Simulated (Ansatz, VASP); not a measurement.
# Ta3N in VASP and in Ansatz

The input INCAR:

```
SYSTEM = Ta3N
PREC = Accurate
ENCUT = 600
EDIFF = 1E-7
ISMEAR = 0
SIGMA = 0.1
LREAL = .False.
LASPH = .True.
NELM = 60
ALGO = Normal
ISIF = 3
LWAVE = .False.
LCHARG = .False.
GGA = PE
IBRION = 2
NSW = 90
EDIFFG = -0.04
```

File KPOINTS:

```
Automatic mesh
0
Gamma
  6 6 4
  0 0 0
```

Contents of POSCAR:

```
Ta3N
1.0
    5.5804724955      0.0000000000      0.0000000000
   -2.7902362478      4.8328309462      0.0000000000
    0.0000000000      0.0000000000      4.4791902017
Ta N
6 2
Direct
    0.8330000000      0.6660000000      0.2500000000
    0.1670000000      0.8330000000      0.7500000000
    0.3340000000      0.1670000000      0.2500000000
    0.1670000000      0.3340000000      0.7500000000
    0.8330000000      0.1670000000      0.2500000000
    0.6660000000      0.8330000000      0.7500000000
    0.3333333333      0.6666666667      0.2500000000
    0.6666666667      0.3333333333      0.7500000000
```

Input for Ansatz:

```yaml
crystal:
  lattice:
    - [5.5804724955, 0.0, 0.0]
    - [-2.7902362478, 4.8328309462, 0.0]
    - [0.0, 0.0, 4.4791902017]
  atoms:
    - { symbol: Ta, position: [0.833, 0.666, 0.25] }
    - { symbol: Ta, position: [0.167, 0.833, 0.75] }
    - { symbol: Ta, position: [0.334, 0.167, 0.25] }
    - { symbol: Ta, position: [0.167, 0.334, 0.75] }
    - { symbol: Ta, position: [0.833, 0.167, 0.25] }
    - { symbol: Ta, position: [0.666, 0.833, 0.75] }
    - { symbol: "N", position: [0.3333333333, 0.6666666667, 0.25] }
    - { symbol: "N", position: [0.6666666667, 0.3333333333, 0.75] }
basis:
  ecutwfc: 420
kpoints:
  mp_grid: { grid: [6, 6, 4] }
hamiltonian:
  xc: pbe
scf:
  occupations: { method: gaussian, width: 0.1 }
  lower_state_search: "off"
output:
  forces: true
  stress: true
  eigenvalues: true
relax:
  adjacent_minimum: "off"
  f_tol: 0.04
  max_steps: 70
  cell: { stress_tol: 0.4 }
```

Alike in both runs: task relaxation of cell and atoms; functional PBE; k mesh 6 × 6 × 4; occupations gaussian, width 0.1 eV; no spin polarisation.

|  | VASP | Ansatz |
| --- | --- | --- |
| version | VASP 6.6.1 | Ansatz 0.2.0 |
| potentials or method | VASP PAW PBE potentials, release 64 (Ta_pv, N), cutoff 600 eV | scalar-relativistic, plane waves, PAW |
| valence electrons in the cell | 76 | 88 |

|  | VASP | Ansatz | Ansatz less VASP |
| --- | --- | --- | --- |
| gap on the k mesh at the Fermi level, each at its own relaxed structure (eV) | none | none | - |
| relaxed volume (Å³/atom) | 15.56 | 15.53 | -0.039 |
| relaxed cell length with the largest relative difference (Å) | 5.466 | 5.460 | -0.0061 |

A gap of «none» marks a metal or a gap that the smearing closes. VASP's potentials hold 76 valence electrons a cell and Ansatz's 88, so a difference there can come from the potentials and not from the codes.

Neither program's run includes spin-orbit coupling.
